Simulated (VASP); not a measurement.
Wanted: the native input for a VASP 6.6.1 run.

```yaml
Task: single point
Functional: BLYP
Potentials_or_basis: VASP PAW PBE potentials, release 64 (Cr_pv)
Cutoff: 500 eV
k_mesh: 17 × 17 × 17
Occupations: fermi-dirac, width 0.1 eV
Spin: no spin polarisation
Dipole_correction: no
Further_INCAR_settings: ALGO = Normal; EDIFF = 1e-06; NBANDS = 12
```

The structure of Cr lies in POSCAR:

```
Cr
1.0
    0.0000000000      1.9019364486      1.9019364486
    1.9019364486      0.0000000000      1.9019364486
    1.9019364486      1.9019364486      0.0000000000
Cr
1
Direct
    0.0000000000      0.0000000000      0.0000000000
```

This isn't the form of Cr at room conditions, which is bcc.

The input as run:

INCAR

```
PREC = Accurate ; ENCUT = 500
EDIFF = 1E-6 ; ISMEAR = -1
SIGMA = 0.1 ; LREAL = F
LASPH = T ; NELM = 120
ALGO = Normal ; ISIF = 2
LWAVE = F ; LCHARG = F
GGA = B5 ; ALDAX = 1.0
AGGAX = 1.0 ; AGGAC = 1.0
ALDAC = 0.0 ; NBANDS = 12
GGA_COMPAT = F
```

KPOINTS

```
regular mesh
0
Gamma
  17 17 17
```

Potentials or basis: VASP PAW PBE potentials, release 64 (Cr_pv).

The run is started by

```sh
$ cat potpaw_PBE.64/Cr_pv/POTCAR > POTCAR
$ mpirun -np 1 vasp_std > vasp.out
```

It gave:

```yaml
Pressure: -19.2 GPa
Band_gap_on_the_k_mesh: zero (bands 6 and 7 overlap by 2.39 eV)
```

Caveat: the cell stands under tension; an empty level that is flat over the whole mesh can mark a ghost state of the potentials, or a narrow d or f band; the PAW data sets were made with another functional, which shifts forces and pressure a little; the run has no spin polarisation, though such a crystal can be magnetic.

Run time: 48 s on 1 thread of Intel Xeon 8259CL (shared host), peak memory 0.14 GiB.
